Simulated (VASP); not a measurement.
A run of VASP 6.6.1 is set up as follows.

File INCAR:

```
SYSTEM = BaS
ALGO = Normal ; EDIFF = 1E-8
ENCUT = 520 ; GGA = PS
ISIF = 2 ; ISMEAR = -1
LASPH = .True. ; LCHARG = .False.
LEFG = .True. ; LREAL = .False.
LWAVE = .False. ; NBANDS = 15
NELM = 80 ; PREC = Accurate
SIGMA = 0.02
```

Contents of KPOINTS:

```
k-points
0
Gamma
  8 8 8
  0 0 0
```

POSCAR

```
BaS
1.0
    0.0000000000      3.2895625000      3.1937500000
    3.2895625000      0.0000000000      3.1937500000
    3.2895625000      3.2895625000      0.0000000000
Ba S
1 1
Direct
    0.0000000000      0.0000000000      0.0000000000
    0.5000000000      0.5000000000      0.5000000000
```

Potentials or basis: VASP PAW PBE potentials, release 64 (Ba_sv, S).

Run with:

```bash
$ cat potpaw_PBE.64/Ba_sv/POTCAR potpaw_PBE.64/S/POTCAR > POTCAR
$ mpirun -np 1 vasp_std > vasp.out
```

Q: Estimate the pressure.

A: -2.7 GPa.

Q: Predict the band gap on the k mesh.

A: 2.01 eV (least direct gap 2.19 eV).

Electric field gradients, principal values (V/Å²):
```csv
atom,least,middle,greatest (by size)
1 Ba,18.068,18.068,-36.136
2 S,5.136,5.136,-10.273
```

Caveat: the cell differs from its parent crystal (equal xx and yy strain of +3 %); without QUAD_EFG the Cq values of the log hold for a quadrupole moment of 1 mb, not for the nuclei; the PAW data sets were made with another functional, which shifts forces and pressure a little; spin-orbit coupling is left out, which moves the levels of the heavy elements. A k mesh can miss the band edges.
